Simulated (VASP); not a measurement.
Set up this calculation in VASP 6.6.1, as the native input.

```
Task                   : single point
Functional             : r2SCAN
Potentials or basis    : VASP PAW PBE potentials, release 64 (B, P)
Cutoff                 : 520 eV
k mesh                 : 10 × 10 × 10
Occupations            : gaussian, width 0.01 eV
Spin                   : no spin polarisation
Dipole correction      : no
Further INCAR settings : ALGO = Normal; EDIFF = 1e-06; NBANDS = 11
```

Crystal: BP.

```
CELL_PARAMETERS angstrom
0.00000 2.26832 2.26832
2.26832 0.00000 2.26832
2.26832 2.26832 0.00000
ATOMIC_POSITIONS crystal
B 0.00000 0.00000 0.00000
P 0.25000 0.25000 0.25000
```

The input as run:

POSCAR

```
BP
1.0
    0.0000000000      2.2683154741      2.2683154741
    2.2683154741      0.0000000000      2.2683154741
    2.2683154741      2.2683154741      0.0000000000
B P
1 1
Direct
    0.0000000000      0.0000000000      0.0000000000
    0.2500000000      0.2500000000      0.2500000000
```

INCAR.step1

```
  PREC = Accurate
  ENCUT = 520
  ISMEAR = 0
  SIGMA = 0.01
  LREAL = False
  LASPH = True
  NELM = 60
  NBANDS = 11
  GGA = PE
  ALGO = Normal
  EDIFF = 1E-4
  LWAVE = True
  LCHARG = False
```

INCAR.step2

```
  PREC = Accurate
  ENCUT = 520
  EDIFF = 1E-6
  ISMEAR = 0
  SIGMA = 0.01
  LREAL = False
  LASPH = True
  NELM = 60
  ALGO = Normal
  ISIF = 2
  LWAVE = False
  LCHARG = False
  METAGGA = R2SCAN
  LMIXTAU = True
  NBANDS = 11
  ISTART = 1
```

KPOINTS

```
regular mesh
0
Gamma
  10 10 10
```

Potentials or basis: VASP PAW PBE potentials, release 64 (B, P).

The run is started by

```console
$ cat potpaw_PBE.64/B/POTCAR potpaw_PBE.64/P/POTCAR > POTCAR
$ cp INCAR.step1 INCAR
$ mpirun -np 1 vasp_std > vasp.out
$ cp INCAR.step2 INCAR
$ mpirun -np 1 vasp_std > vasp.out
```

It gave:

The pressure is -0.5 GPa and the band gap on the k mesh is 1.45 eV, indirect (least direct gap 3.64 eV).

Caveat: the PAW data sets were made with another functional, which shifts forces and pressure a little.

Wall time 13 s on 1 thread of Intel(R) Xeon(R) 6975P-C (Granite Rapids) (shared host), peak memory 0.13 GiB.
